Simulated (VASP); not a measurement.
Wanted: the native input for a VASP 6.6.1 run.

```yaml
Task: single point
Functional: PBE
Potentials_or_basis: VASP PAW PBE potentials, release 64 (Ti_sv, O)
Cutoff: 600 eV
k_mesh: 2 × 2 × 1
Occupations: fermi-dirac, width 0.01 eV
Spin: no spin polarisation
Dipole_correction: no
Further_INCAR_settings: ALGO = Normal; EDIFF = 1e-06; NBANDS = 33
```

The structure of TiO2 (TiO2 (I4_1/amd)) lies in POSCAR:

```
TiO2
1.0
    0.0000000000     -3.7985033750      0.0000000000
    3.7985033750      0.0000000000      0.0000000000
   -1.8992516900      1.8992516900      4.8515712600
Ti O
2 4
Direct
    0.7575693045      0.2424306955      0.5000000000
    0.9924306955      0.0075693045      0.0000000000
    0.9490688619      0.4564928675      0.9125258454
    0.2064928675      0.1990688619      0.4125258454
    0.5435071325      0.0509311381      0.0874741546
    0.8009311381      0.7935071325      0.5874741546
```

The input as run:

INCAR

```
  PREC = Accurate
  ENCUT = 600
  EDIFF = 1E-6
  ISMEAR = -1
  SIGMA = 0.01
  LREAL = False
  LASPH = True
  NELM = 120
  ALGO = Normal
  ISIF = 2
  LWAVE = False
  LCHARG = True
  GGA = PE
  LELF = True
  LVHAR = True
  NBANDS = 33
  GGA_COMPAT = False
```

KPOINTS

```
regular mesh
0
Gamma
  2 2 1
```

Potentials or basis: VASP PAW PBE potentials, release 64 (Ti_sv, O).

Launch:

```bash
$ cat potpaw_PBE.64/Ti_sv/POTCAR potpaw_PBE.64/O/POTCAR > POTCAR
$ mpirun -np 1 vasp_std > vasp.out
```

Results of the run:

The pressure is -0.4 GPa and the largest force is 0.231 eV/Å. The band gap on the k mesh is 2.17 eV, indirect (least direct gap 2.55 eV).

Caveat: the k points lie up to 1.30 Å⁻¹ apart.

It took 13 s on 1 thread of AMD EPYC 7R13 Processor (Zen 3) (shared host), peak memory 0.16 GiB.
